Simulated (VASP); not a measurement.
# W16CO in VASP: single point with PBE+D3(BJ)

Aim: the single point of W16CO with PBE+D3(BJ).

All numbers are computed with VASP 6.6.1; they aren't measurements. Logs are shortened: lines on timing, memory, paths and dates and some standing lists are left out, and cuts for length are marked.

**1. The cell of the first run**

The cell holds a slab with vacuum, 18 atoms: a = 6.319 Å, b = 6.319 Å, c = 23.692 Å, α = 90.00°, β = 90.00°, γ = 90.00°.

**2. Single point, PBE+D3(BJ)**

Contents of INCAR:

```
PREC     = Accurate       # precision mode
ENCUT    = 520            # plane-wave cutoff, eV
EDIFF    = 1E-6           # SCF threshold, eV
ISMEAR   = 0              # smearing method
SIGMA    = 0.1            # smearing width, eV
LREAL    = Auto         
LASPH    = T              # aspherical terms in the spheres
NELM     = 60             # most SCF steps
ALGO     = Normal         # electronic algorithm
ISIF     = 2              # what is computed and relaxed
LWAVE    = F              # write WAVECAR
LCHARG   = F              # write CHGCAR
LDIPOL   = T            
IDIPOL   = 3            
DIPOL    = 0.5 0.5 0.296
GGA      = PE             # functional
IVDW     = 12             # dispersion correction
NBANDS   = 132            # bands
```

Contents of KPOINTS:

```
Automatic mesh
0
Gamma
  4 4 1
```

Contents of POSCAR:

```
W16CO
1.0
    6.3190634612      0.0000000000      0.0000000000
    0.0000000000      6.3190634612      0.0000000000
    0.0000000000      0.0000000000     23.6917534247
W O C
16 1 1
Direct
    0.2500000000      0.2500000000      0.1688351186
    0.2500000000      0.7500000000      0.1688351186
    0.7500000000      0.2500000000      0.1688351186
    0.7500000000      0.7500000000      0.1688351186
    0.0000000000      0.0000000000      0.2355151079
    0.0000000000      0.5000000000      0.2355151079
    0.5000000000      0.0000000000      0.2355151079
    0.5000000000      0.5000000000      0.2355151079
    0.2500000000      0.2500000000      0.3053545434
    0.2500000000      0.7500000000      0.3053545434
    0.7500000000      0.2500000000      0.3053545434
    0.7500000000      0.7500000000      0.3053545434
    0.0000000000      0.0000000000      0.3647578662
    0.0000000000      0.5000000000      0.3647578662
    0.5000000000      0.0000000000      0.3647578662
    0.5000000000      0.5000000000      0.3647578662
    0.0000000000      0.0000000000      0.4913842051
    0.0000000000      0.0000000000      0.5399243017
```

Potentials or basis: VASP PAW PBE potentials, release 64 (W_sv, O, C).

The run is started by

```bash
> cat potpaw_PBE.64/W_sv/POTCAR potpaw_PBE.64/O/POTCAR potpaw_PBE.64/C/POTCAR > POTCAR
> mpirun -np 1 vasp_std > vasp.out
```

OUTCAR:

```text
PREC = Accurate
   ENCUT = 520
   EDIFF = 1E-6
   ISMEAR = 0
   LREAL = Auto
   LASPH = T
   NELM = 60
   ISIF = 2
   GGA = PE
   IVDW = 12
 IVDW          = 12

 ion  position               nearest neighbor table
   1  0.250  0.250  0.169-   5 2.74   6 2.74   7 2.74   8 2.74   2 3.16   3 3.16   2 3.16   3 3.16
                             9 3.23
   2  0.250  0.750  0.169-   5 2.74   6 2.74   7 2.74   8 2.74   1 3.16   4 3.16   1 3.16   4 3.16
                            10 3.23
   3  0.750  0.250  0.169-   5 2.74   6 2.74   7 2.74   8 2.74   1 3.16   4 3.16   4 3.16   1 3.16
                            11 3.23
   4  0.750  0.750  0.169-   5 2.74   6 2.74   7 2.74   8 2.74   2 3.16   3 3.16   3 3.16   2 3.16
                            12 3.23
   5  0.000  0.000  0.236-   1 2.74   2 2.74   3 2.74   4 2.74   9 2.78  10 2.78  11 2.78  12 2.78
                            13 3.06   7 3.16   6 3.16   6 3.16   7 3.16
   6  0.000  0.500  0.236-   1 2.74   2 2.74   3 2.74   4 2.74   9 2.78  10 2.78  11 2.78  12 2.78
                            14 3.06   8 3.16   5 3.16   5 3.16   8 3.16
   7  0.500  0.000  0.236-   1 2.74   2 2.74   3 2.74   4 2.74   9 2.78  10 2.78  11 2.78  12 2.78
                            15 3.06   8 3.16   5 3.16   8 3.16   5 3.16
   8  0.500  0.500  0.236-   1 2.74   2 2.74   3 2.74   4 2.74   9 2.78  10 2.78  11 2.78  12 2.78
                            16 3.06   7 3.16   6 3.16   7 3.16   6 3.16
   9  0.250  0.250  0.305-  13 2.64  14 2.64  15 2.64  16 2.64   5 2.78   6 2.78   7 2.78   8 2.78
                            10 3.16  11 3.16  10 3.16  11 3.16   1 3.23
  10  0.250  0.750  0.305-  13 2.64  14 2.64  15 2.64  16 2.64   5 2.78   6 2.78   7 2.78   8 2.78
                             9 3.16  12 3.16   9 3.16  12 3.16   2 3.23
  11  0.750  0.250  0.305-  13 2.64  14 2.64  15 2.64  16 2.64   5 2.78   6 2.78   7 2.78   8 2.78
                             9 3.16  12 3.16  12 3.16   9 3.16   3 3.23
  12  0.750  0.750  0.305-  13 2.64  14 2.64  15 2.64  16 2.64   5 2.78   6 2.78   7 2.78   8 2.78
                            10 3.16  11 3.16  11 3.16  10 3.16   4 3.23
  13  0.000  0.000  0.365-   9 2.64  10 2.64  11 2.64  12 2.64   5 3.06  14 3.16  15 3.16  14 3.16
                            15 3.16
  14  0.000  0.500  0.365-   9 2.64  10 2.64  11 2.64  12 2.64   6 3.06  13 3.16  16 3.16  13 3.16
                            16 3.16
  15  0.500  0.000  0.365-   9 2.64  10 2.64  11 2.64  12 2.64   7 3.06  13 3.16  16 3.16  16 3.16
                            13 3.16
  16  0.500  0.500  0.365-   9 2.64  10 2.64  11 2.64  12 2.64   8 3.06  14 3.16  15 3.16  15 3.16
                            14 3.16
  17  0.000  0.000  0.491-  18 1.15
  18  0.000  0.000  0.540-  17 1.15

  LATTYP: Found a simple tetragonal cell.
 ALAT       =     6.3190634612
 C/A-ratio  =     3.7492507506

  Lattice vectors:

 A1 = (   6.3190634612,   0.0000000000,   0.0000000000)
 A2 = (   0.0000000000,   6.3190634612,   0.0000000000)
 A3 = (   0.0000000000,   0.0000000000,  23.6917534247)

Analysis of symmetry for initial positions (statically):
[... 162 lines left out ...]
   LORBIT       =      0    0 simple, 1 ext, 2 COOP (PROOUT), +10 PAW based schemes
   GGA     = PE    functional components
   LHFCALC =     F    Hartree Fock is set to
   AEXX    =    0.0000 exact exchange contribution
   IVDW    =    12    specifies the selected vdW correction
   LEPSILON=     F    determine dielectric tensor
   LRPA    =     F    only Hartree local field effects (RPA)
 non-spin polarized calculation
 Gauss-broadening in eV      SIGMA  =   0.10
  energy-cutoff  :      520.00
  volume of cell :      946.03
 maximum number of plane-waves:     25557
 NGX is ok and might be reduce to    48
   NGX = 23   NGY = 23   NGZ = 89

 dipolmoment           0.000000      0.000000      0.047396 electrons x Angstroem

 number of electron     233.9999999 magnetization

 dipolmoment           0.000000      0.000000     -0.050020 electrons x Angstroem

 Free energy of the ion-electron system (eV)
  ---------------------------------------------------
  ext. energy  EPLUGINS =         0.00000000
  ---------------------------------------------------
  free energy    TOTEN  =      -201.31362807 eV

  energy without entropy =     -201.21107469  energy(sigma->0) =     -201.26235138

 E-fermi :   0.3245     XC(G=0):  -5.0029

 val. band max:        0.3184470317   @ k =   0.5000   0.5000   0.0000
 cond. band min:       0.3902516677   @ k =   0.2500   0.0000   0.0000
 fundamental gap:      0.0718046360
 Fermi energy:         0.3244613561

 k-point     1 :       0.0000    0.0000    0.0000
  band No.  band energies     occupation
      1     -73.5300      2.00000
      2     -73.4583      2.00000
      3     -73.4565      2.00000
      4     -73.4481      2.00000
      5     -73.4411      2.00000
      6     -73.4406      2.00000
[... 781 lines left out ...]
    128       1.4884      0.00000
    129       1.6725      0.00000
 [bands above 129 left out]

------------------------ aborting loop because EDIFF is reached ----------------------------------------

 vacuum level on the upper side and lower side of the slab       (xc-potential included)        -0.115         0.107

 Edisp (eV)   -6.87065

 E8    (eV) :    -3.6529

  FORCE on cell =-STRESS in cart. coord.  units (eV):
  Direction    XX          YY          ZZ          XY          YZ          ZX
  --------------------------------------------------------------------------------------
  -------------------------------------------------------------------------------------
  Total     -24.84526   -24.84526   -11.15123     0.00000    -0.00000     0.00000
  in kB     -42.07764   -42.07764   -18.88560     0.00000    -0.00000     0.00000
  external pressure =      -34.35 kB  Pullay stress =        0.00 kB

 VOLUME and BASIS-vectors are now :
 -----------------------------------------------------------------------------
  energy-cutoff  :      520.00
  volume of cell :      946.03
      direct lattice vectors                 reciprocal lattice vectors
     6.319063461  0.000000000  0.000000000     0.158251299  0.000000000  0.000000000
     0.000000000  6.319063461  0.000000000     0.000000000  0.158251299  0.000000000
     0.000000000  0.000000000 23.691753425     0.000000000  0.000000000  0.042208780

 POSITION                                       TOTAL-FORCE (eV/Angst)
 -----------------------------------------------------------------------------------
      1.57977      1.57977      4.00000         0.000295      0.000295      1.744997
      1.57977      4.73930      4.00000         0.000295     -0.000295      1.744997
      4.73930      1.57977      4.00000        -0.000295      0.000295      1.744997
      4.73930      4.73930      4.00000        -0.000295     -0.000295      1.744997
      0.00000      0.00000      5.57977         0.000000      0.000000     -1.827172
      0.00000      3.15953      5.57977         0.000000      0.000000     -1.858754
[... 10 lines left out ...]
      0.00000      0.00000     11.64175        -0.000000     -0.000000      0.393099
      0.00000      0.00000     12.79175         0.000000      0.000000     -0.479851
 -----------------------------------------------------------------------------------
    total drift:                                0.000000      0.000000     -0.025172

  FREE ENERGIE OF THE ION-ELECTRON SYSTEM (eV)
  ---------------------------------------------------
  free  energy   TOTEN  =      -208.1842784342 eV

  energy  without entropy=     -208.0817250547  energy(sigma->0) =     -208.13300174

 vacuum level on the upper side and lower side of the slab         4.248         4.476
```

OSZICAR:

```text
N       E                     dE             d eps       ncg     rms          rms(c)
DAV:   1     0.283666483591E+04    0.28367E+04   -0.14357E+05  2016   0.163E+03
DAV:   2    -0.590236046445E+02   -0.28957E+04   -0.28565E+04  1784   0.497E+02
DAV:   3    -0.209953264135E+03   -0.15093E+03   -0.14627E+03  1964   0.107E+02
[... 24 lines left out ...]
DAV:  28    -0.201313615815E+03   -0.32791E-04   -0.72597E-06  1424   0.730E-03    0.228E-03
DAV:  29    -0.201313621918E+03   -0.61026E-05   -0.99230E-07  1168   0.346E-03    0.194E-03
DAV:  30    -0.201313625850E+03   -0.39318E-05   -0.49996E-07  1112   0.181E-03    0.170E-03
DAV:  31    -0.201313627250E+03   -0.14006E-05   -0.34475E-07  1144   0.153E-03    0.116E-03
DAV:  32    -0.201313628071E+03   -0.82048E-06   -0.18857E-07  1024   0.172E-03
   1 F= -.20818428E+03 E0= -.20813300E+03  d E =-.102553E+00
```

Wall time 25 min (1 thread of Intel Xeon Platinum 8488C (Sapphire Rapids), shared host); peak memory 1.1 GiB.

Results:

- Free energy: -208.1843 eV
- Largest force: 1.860 eV/Å
- Band gap on the k mesh: zero (bands 117 and 118 overlap by 0.15 eV)
- Dispersion energy per atom: -0.382 eV

Forces on the atoms (eV/Å):
```
W    0.000  0.000  1.745
W    0.000  0.000  1.745
W    0.000  0.000  1.745
W    0.000  0.000  1.745
W    0.000  0.000 -1.827
W    0.000  0.000 -1.859
W    0.000  0.000 -1.859
W    0.000  0.000 -1.860
W   -0.003 -0.003  0.038
W   -0.003  0.003  0.038
W    0.003 -0.003  0.038
W    0.003  0.003  0.038
W    0.000  0.000  0.228
W    0.000  0.000  0.045
W    0.000  0.000  0.045
W    0.000  0.000  0.042
O    0.000  0.000  0.393
C    0.000  0.000 -0.480
```

Levels at points of the mesh, in eV from the Fermi level:
```tsv
k point	band 115	band 116	band 117	band 118	band 119	band 120
(0.00, 0.00, 0.00)	-0.14	-0.14	-0.03	0.34	0.37	0.90
(0.50, 0.00, 0.00)	-0.14	-0.12	-0.12	-0.01	-0.01	0.69
(0.50, 0.50, 0.00)	-0.12	-0.12	-0.11	-0.01	-0.01	-0.01
```

Caveat: spin-orbit coupling is left out, which moves the levels of the heavy elements.

The gap in the log of VASP goes by the Fermi energy; the results here count the filled bands.